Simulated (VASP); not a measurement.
# Os (P6_3/mmc) in VASP: notebook

The runs below take Os through single point, with PBEsol.

Program: VASP 6.6.1. These are calculated values, not measurements. Logs are shortened: lines on timing, memory, paths and dates and some standing lists are left out, and cuts for length are marked.

### Step 1. The cell of the first run

Symmetry: P6_3/mmc, No. 194, hexagonal system. Conventional cell: a = 2.734 Å, b = 2.734 Å, c = 4.320 Å, α = 90.00°, β = 90.00°, γ = 120.00°. Within 3.5 Å of Os (site symmetry -6m2) lie 12 Os at 2.68 to 2.73 Å.

### Step 2. Single point, PBEsol

INCAR reads:

```
PREC = Accurate
ENCUT = 520
EDIFF = 1E-6
ISMEAR = 0
SIGMA = 0.01
LREAL = False
LASPH = True
NELM = 100
ALGO = Normal
ISIF = 2
LWAVE = False
LCHARG = True
GGA = PS
LELF = True
LVHAR = True
NBANDS = 15
```

KPOINTS reads:

```
Automatic mesh
0
Gamma
  9 9 5
```

POSCAR reads:

```
Os
1.0
    2.7341000000      0.0000000000      0.0000000000
   -1.3670500000      2.3678000600      0.0000000000
    0.0000000000      0.0000000000      4.3197000000
Os
2
Direct
    0.3333333300      0.6666666700      0.2500000000
    0.6666666700      0.3333333300      0.7500000000
```

Potentials or basis: VASP PAW PBE potentials, release 64 (Os).

Command:

```sh
> cat potpaw_PBE.64/Os/POTCAR > POTCAR
> mpirun -np 1 vasp_std > vasp.out
```

OUTCAR:

```text
PREC = Accurate
   ENCUT = 520
   EDIFF = 1E-6
   ISMEAR = 0
   LREAL = False
   LASPH = True
   NELM = 100
   ISIF = 2
   GGA = PS

 ion  position               nearest neighbor table
   1  0.333  0.667  0.250-   2 2.68   2 2.68   2 2.68   2 2.68   2 2.68   2 2.68
   2  0.667  0.333  0.750-   1 2.68   1 2.68   1 2.68   1 2.68   1 2.68   1 2.68

  LATTYP: Found a hexagonal cell.
 ALAT       =     2.7341000000
 C/A-ratio  =     1.5799348963

  Lattice vectors:

 A1 = (   2.7341000000,   0.0000000000,   0.0000000000)
 A2 = (  -1.3670500000,   2.3678000600,   0.0000000000)
 A3 = (   0.0000000000,   0.0000000000,   4.3197000000)

Analysis of symmetry for initial positions (statically):
=====================================================================
 Subroutine PRICEL returns:
 Original cell was already a primitive cell.

 Routine SETGRP: Setting up the symmetry group for a
 hexagonal supercell.

 Subroutine GETGRP returns: Found 24 space group operations
 (whereof 12 operations were pure point group operations)
 out of a pool of 24 trial point group operations.

The static configuration has the point symmetry D_3d.
 The point group associated with its full space group is D_6h.

Analysis of symmetry for dynamics (positions and initial velocities):
=====================================================================
 Subroutine PRICEL returns:
 Original cell was already a primitive cell.

 Routine SETGRP: Setting up the symmetry group for a
 hexagonal supercell.

 Subroutine GETGRP returns: Found 24 space group operations
 (whereof 12 operations were pure point group operations)
 out of a pool of 24 trial point group operations.

The dynamic configuration has the point symmetry D_3d.
 The point group associated with its full space group is D_6h.

 Subroutine INISYM returns: Found 24 space group operations
 (whereof 12 operations are pure point group operations),
 and found     1 'primitive' translations

----------------------------------------------------------------------------------------

                                     Primitive cell

  volume of cell :      27.9649

  direct lattice vectors                    reciprocal lattice vectors
     2.734100000  0.000000000  0.000000000     0.365751070  0.211166478  0.000000000
    -1.367050000  2.367800060  0.000000000     0.000000000  0.422332957  0.000000000
     0.000000000  0.000000000  4.319700000     0.000000000  0.000000000  0.231497558

  length of vectors
     2.734100000  2.734100003  4.319700000     0.422332957  0.422332957  0.231497558

  position of ions in fractional coordinates (direct lattice)
     0.333333330  0.666666670  0.250000000
     0.666666670  0.333333330  0.750000000

  ion indices of the primitive-cell ions
   primitive index   ion index
                 1           1
                 2           2

----------------------------------------------------------------------------------------

 KPOINTS: Automatic mesh

Automatic generation of k-mesh.
 Grid dimensions read from file:
 generate k-points for:    9    9    5

 Generating k-lattice:

  Cartesian coordinates                     Fractional coordinates (reciprocal lattice)
     0.040639008  0.023462942  0.000000000     0.111111111  0.000000000  0.000000000
     0.000000000  0.046925884  0.000000000     0.000000000  0.111111111  0.000000000
     0.000000000  0.000000000  0.046299512     0.000000000  0.000000000  0.200000000

  Length of vectors
     0.046925884  0.046925884  0.046299512

  Shift w.r.t. Gamma in fractional coordinates (k-lattice)
     0.000000000  0.000000000  0.000000000

 Subroutine IBZKPT returns following result:
 ===========================================

 Found     36 irreducible k-points:

 Following reciprocal coordinates:
            Coordinates               Weight
  0.000000  0.000000  0.000000      1.000000
  0.111111  0.000000  0.000000      6.000000
  0.222222  0.000000  0.000000      6.000000
  0.333333 -0.000000  0.000000      6.000000
  0.444444  0.000000  0.000000      6.000000
  0.111111  0.111111  0.000000      6.000000
[... 16 lines left out ...]
  0.333333  0.222222  0.200000     24.000000
  0.333333  0.333333  0.200000      4.000000
 [... further k-points ...]
   k-points           NKPTS =     36   k-points in BZ     NKDIM =     36   number of bands    NBANDS=     15
   number of dos      NEDOS =    301   number of ions     NIONS =      2
   total plane-waves  NPLWV =  12800
   dimension x,y,z NGX =    20 NGY =   20 NGZ =   32
   dimension x,y,z NGXF=    40 NGYF=   40 NGZF=   64
   ions per type =               2
   NGX,Y,Z   is equivalent  to a cutoff of  12.16, 12.16, 12.32 a.u.
   NGXF,Y,Z  is equivalent  to a cutoff of  24.32, 24.32, 24.63 a.u.
 SYSTEM =  unknown system
   PREC   = accura    normal or accurate (medium, high low for compatibility)
   ISTART =      0    job   : 0-new  1-cont  2-samecut
   ICHARG =      2    charge: 1-file 2-atom 10-const
   ISPIN  =      1    spin polarized calculation?
   LNONCOLLINEAR =      F non collinear calculations
   LSORBIT =      F    spin-orbit coupling
   LASPH  =      T    aspherical Exc in radial PAW
   ENCUT  =  520.0 eV  38.22 Ry    6.18 a.u.   5.08  5.08  8.03*2*pi/ulx,y,z
   NELM   =    100;   NELMIN=  2; NELMDL= -5     # of ELM steps
   EDIFF  = 0.1E-05   stopping-criterion for ELM
   LREAL  =      F    real-space projection
   EDIFFG = 0.1E-04   stopping-criterion for IOM
   NSW    =      0    number of steps for IOM
   IBRION =     -1    ionic relax: 0-MD 1-quasi-New 2-CG
   NFREE  =      0    steps in history (QN), initial steepest desc. (CG)
   ISIF   =      2    stress and relaxation
   ISYM   =      2    0-nonsym 1-usesym 2-fastsym
   POTIM  = 0.5000    time-step for ionic-motion
   TEBEG  =    0.0;   TEEND  =   0.0 temperature during run
   PSTRESS=    0.0 pullay stress
   NELECT =      16.0000    total number of electrons
   NUPDOWN=      -1.0000    fix difference up-down
   EMIN   =  10.00;   EMAX   =-10.00  energy-range for DOS
   EFERMI =   0.00;   METHOD = LEGACY
   ISMEAR =     0;   SIGMA  =   0.01  broadening in eV -4-tet -1-fermi 0-gaus
   EFERMI_NEDOS =   21; number of points for ismear=-14 and -15
   IALGO  =     38    algorithm
   IMIX   =      4    mixing-type and parameters
     AMIX     =   0.40;   BMIX     =  1.00
     AMIX_MAG =   1.60;   BMIX_MAG =  1.00
  volume/ion in A,a.u.               =      13.98        94.36
  Fermi-wavevector in a.u.,A,eV,Ry     =   1.359076  2.568282 25.131161  1.847088
  Thomas-Fermi vector in A             =   2.485855
   LORBIT       =      0    0 simple, 1 ext, 2 COOP (PROOUT), +10 PAW based schemes
   GGA     = PS    functional components
   LHFCALC =     F    Hartree Fock is set to
   AEXX    =    0.0000 exact exchange contribution
   IVDW    =     0    specifies the selected vdW correction
   LEPSILON=     F    determine dielectric tensor
   LRPA    =     F    only Hartree local field effects (RPA)
 non-spin polarized calculation
 Gauss-broadening in eV      SIGMA  =   0.01
  energy-cutoff  :      520.00
  volume of cell :       27.96
 maximum number of plane-waves:       764
   NGX = 11   NGY = 11   NGZ = 17

 number of electron      15.9999999 magnetization

 Free energy of the ion-electron system (eV)
  ---------------------------------------------------
  ext. energy  EPLUGINS =         0.00000000
  ---------------------------------------------------
  free energy    TOTEN  =       -24.50677181 eV

  energy without entropy =      -24.50647192  energy(sigma->0) =      -24.50662187

 E-fermi :   9.5268     XC(G=0): -14.1555

 val. band max:        9.5050651968   @ k =   0.1111   0.1111   0.4000
 cond. band min:       9.5322081896   @ k =   0.4444   0.0000   0.4000
 fundamental gap:      0.0271429928
 Fermi energy:         9.5267693216

 k-point     1 :       0.0000    0.0000    0.0000
  band No.  band energies     occupation
      1      -1.6862      2.00000
      2       1.4815      2.00000
      3       6.2380      2.00000
      4       6.2380      2.00000
      5       6.5044      2.00000
      6       7.0840      2.00000
      7       7.0840      2.00000
      8       7.7551      2.00000
      9       7.7551      2.00000
     10       9.3128      2.00000
     11      11.0149      0.00000
     12      11.0149      0.00000
     13      18.3654      0.00000
     14      23.3422      0.00000
     15      26.0845      0.00000

 k-point     2 :       0.1111    0.0000    0.0000
  band No.  band energies     occupation
      1      -1.1935      2.00000
      2       1.9095      2.00000
      3       5.5287      2.00000
      4       6.6769      2.00000
      5       6.7719      2.00000
      6       6.9884      2.00000
      7       7.1505      2.00000
      8       7.4230      2.00000
      9       7.4931      2.00000
     10       8.0844      2.00000
     11      11.2404      0.00000
     12      13.1476      0.00000
     13      18.3107      0.00000
     14      24.3182      0.00000
     15      26.6843      0.00000

 k-point     3 :       0.2222    0.0000    0.0000
  band No.  band energies     occupation
      1       0.1012      2.00000
      2       2.7066      2.00000
      3       4.9054      2.00000
      4       5.1341      2.00000
      5       6.2905      2.00000
      6       6.7496      2.00000
      7       7.4797      2.00000
      8       7.9207      2.00000
      9       8.2050      2.00000
     10       8.6375      2.00000
     11      11.6352      0.00000
     12      16.1085      0.00000
     13      18.0100      0.00000
     14      24.3247      0.00000
     15      26.0255      0.00000
[... 343 lines left out ...]
 k-point    23 :       0.3333    0.2222    0.2000
  band No.  band energies     occupation
      1       2.6515      2.00000
      2       3.5697      2.00000
      3       3.7994      2.00000
      4       4.4325      2.00000
      5       5.6884      2.00000
      6       6.4934      2.00000
      7       7.5945      2.00000
      8      10.0984      0.00000
      9      10.5519      0.00000
     10      11.7389      0.00000
     11      14.2710      0.00000
     12      15.9122      0.00000
     13      18.6370      0.00000
     14      19.3474      0.00000
     15      22.3986      0.00000

 k-point    24 :       0.3333    0.3333    0.2000
  band No.  band energies     occupation
      1       3.1003      2.00000
      2       3.7353      2.00000
      3       3.7353      2.00000
      4       4.6915      2.00000
      5       5.8437      2.00000
      6       5.8437      2.00000
      7       7.8446      2.00000
      8      10.1673      0.00000
      9      10.9179      0.00000
     10      10.9179      0.00000
     11      15.2274      0.00000
     12      15.2274      0.00000
     13      17.7002      0.00000
     14      22.1291      0.00000
     15      22.1291      0.00000

 [... further k-points ...]
[... 5 lines left out ...]
  --------------------------------------------------------------------------------------
  -------------------------------------------------------------------------------------
  Total       -0.5260597     -0.5260598     -0.3498915     -0.0000000     -0.0000000      0.0000000
  in kB      -30.1392644    -30.1392645    -20.0461504     -0.0000000     -0.0000000      0.0000000
  external PRESSURE =     -26.7748931 kB  Pullay stress =       0.0000000 kB

 VOLUME and BASIS-vectors are now :
 -----------------------------------------------------------------------------
  energy-cutoff  :      520.00
  volume of cell :       27.96
      direct lattice vectors                 reciprocal lattice vectors
     2.734100000  0.000000000  0.000000000     0.365751070  0.211166478  0.000000000
    -1.367050000  2.367800060  0.000000000     0.000000000  0.422332957  0.000000000
     0.000000000  0.000000000  4.319700000     0.000000000  0.000000000  0.231497558

 POSITION                                       TOTAL-FORCE (eV/Angst)
 -----------------------------------------------------------------------------------
     -0.00000      1.57853      1.07993         0.000000      0.000000      0.000000
      1.36705      0.78927      3.23977        -0.000000     -0.000000      0.000000
 -----------------------------------------------------------------------------------
    total drift:                               -0.000000      0.000000     -0.000000

  FREE ENERGIE OF THE ION-ELECTRON SYSTEM (eV)
  ---------------------------------------------------
  free  energy   TOTEN  =       -24.5067718138 eV

  energy  without entropy=      -24.5064719209  energy(sigma->0) =      -24.50662187
```

Run time: 28 s. Hardware: 1 thread of Intel Xeon 8259CL, shared host; peak memory 0.14 GiB.

What came out:

```
Free energy            : -24.5068 eV
Pressure               : -2.7 GPa
Band gap on the k mesh : zero (band 8 reaches 11.35 eV, above the bottom of band 9 at 7.49 eV)
```

Caveat: the PAW data sets were made with another functional, which shifts forces and pressure a little; spin-orbit coupling is left out, which moves the levels of the heavy elements.

### Step 3. Single point, PBEsol

INCAR reads:

```
SYSTEM = Os
ALGO = Normal
EDIFF = 1E-6
ENCUT = 520
GGA = PS
ISIF = 2
ISMEAR = 0
LASPH = .TRUE.
LCHARG = .FALSE.
LREAL = .FALSE.
LWAVE = .FALSE.
NBANDS = 15
NELM = 60
PREC = Accurate
SIGMA = 0.01
```

KPOINTS reads:

```
k-points
0
G
  12 12 7
  0 0 0
```

POSCAR is that of step 2.

Potentials or basis: VASP PAW PBE potentials, release 64 (Os).

Command:

```sh
> cat potpaw_PBE.64/Os/POTCAR > POTCAR
> mpirun -np 1 vasp_std > vasp.out
```

It took 40 s on 1 thread of Intel Xeon 8259CL, shared host; peak memory 0.15 GiB.

It converged, with:

| Quantity | Value |
| --- | --- |
| Free energy | -24.4918 eV |
| Pressure | -2.4 GPa |
| Band gap on the k mesh | zero (band 8 reaches 11.36 eV, above the bottom of band 9 at 7.55 eV) |

Stress tensor (GPa, compression positive):
```
-2.14  0.00  0.00
 0.00 -2.14  0.00
 0.00  0.00 -2.94
```

Levels at points of the mesh, in eV from the Fermi level:
```csv
k point,band 5,band 6,band 7,band 8,band 9,band 10,band 11,band 12
"(0.00, 0.00, 0.00)",-2.85,-2.25,-2.25,-1.60,-1.60,-0.04,1.66,1.66
"(0.50, 0.00, 0.00)",-2.97,-2.62,-1.93,2.01,2.58,2.70,4.39,5.68
```

Caveat: the PAW data sets were made with another functional, which shifts forces and pressure a little; spin-orbit coupling is left out, which moves the levels of the heavy elements.
